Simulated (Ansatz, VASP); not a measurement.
# SnO2 in VASP and in Ansatz

INCAR

```
SYSTEM = SnO2
  PREC = Accurate
  ENCUT = 520
  EDIFF = 1E-7
  ISMEAR = -1
  SIGMA = 0.02
  LREAL = .FALSE.
  LASPH = .TRUE.
  NELM = 80
  ALGO = Normal
  ISIF = 2
  LWAVE = .FALSE.
  LCHARG = .FALSE.
  GGA = PE
  NBANDS = 35
```

File KPOINTS:

```
Automatic mesh
0
G
  6 6 8
  0 0 0
```

The input POSCAR:

```
SnO2
1.0
    4.8081794617      0.0000000000      0.0000000000
    0.0000000000      4.8081794617      0.0000000000
    0.0000000000      0.0000000000      3.2320810738
Sn O
2 4
Direct
    0.0000000000      0.0000000000      0.0000000000
    0.5000000000      0.5000000000      0.5000000000
    0.3066342608      0.3066342608      0.0000000000
    0.1933657392      0.8066342608      0.5000000000
    0.8066342608      0.1933657392      0.5000000000
    0.6933657392      0.6933657392      0.0000000000
```

Input for Ansatz:

```yaml
crystal:
  lattice:
    - [4.8081794617, 0.0, 0.0]
    - [0.0, 4.8081794617, 0.0]
    - [0.0, 0.0, 3.2320810738]
  atoms:
    - { symbol: Sn, position: [0.0, 0.0, 0.0] }
    - { symbol: Sn, position: [0.5, 0.5, 0.5] }
    - { symbol: O, position: [0.3066342608, 0.3066342608, 0.0] }
    - { symbol: O, position: [0.1933657392, 0.8066342608, 0.5] }
    - { symbol: O, position: [0.8066342608, 0.1933657392, 0.5] }
    - { symbol: O, position: [0.6933657392, 0.6933657392, 0.0] }
kpoints:
  mp_grid: { grid: [6, 6, 8] }
  band_path:
    path:
      - [0.0, 0.0, 0.0]
      - [0.0, 0.5, 0.0]
      - [0.5, 0.5, 0.0]
      - [0.0, 0.0, 0.5]
      - [0.0, 0.5, 0.5]
      - [0.5, 0.5, 0.5]
    npoints: 1
hamiltonian:
  xc: pbe
scf:
  occupations: { method: fermi_dirac, width: 0.02 }
  n_extra_bands: 5
output:
  forces: true
  stress: true
  eigenvalues: true
```

Change from the starting cell: hydrostatic strain +1.0%.

Alike in both runs: task single point; functional PBE; k mesh 6 × 6 × 8; occupations fermi-dirac, width 0.02 eV; no spin polarisation.

```csv
,VASP,Ansatz
version,VASP 6.6.1,Ansatz 0.2.0
potentials or method,"VASP PAW PBE potentials, release 64 (Sn_d, O)","plane waves, PAW"
plane-wave cutoff (eV),520,420
valence electrons in the cell,52,52
```

```tsv
	VASP	Ansatz	Ansatz less VASP
gap on the k mesh at the Fermi level (eV)	0.77	0.78	+0.011
pressure (GPa)	2.4	1.8	-0.62
traceless stress, the component that is largest in VASP (GPa)	0.29	0.09	-0.199
rms of the force components (eV/Å)	0.026	0.018	-0.0077
```

Atom by atom the forces differ by 0.008 eV/Å (rms over components).
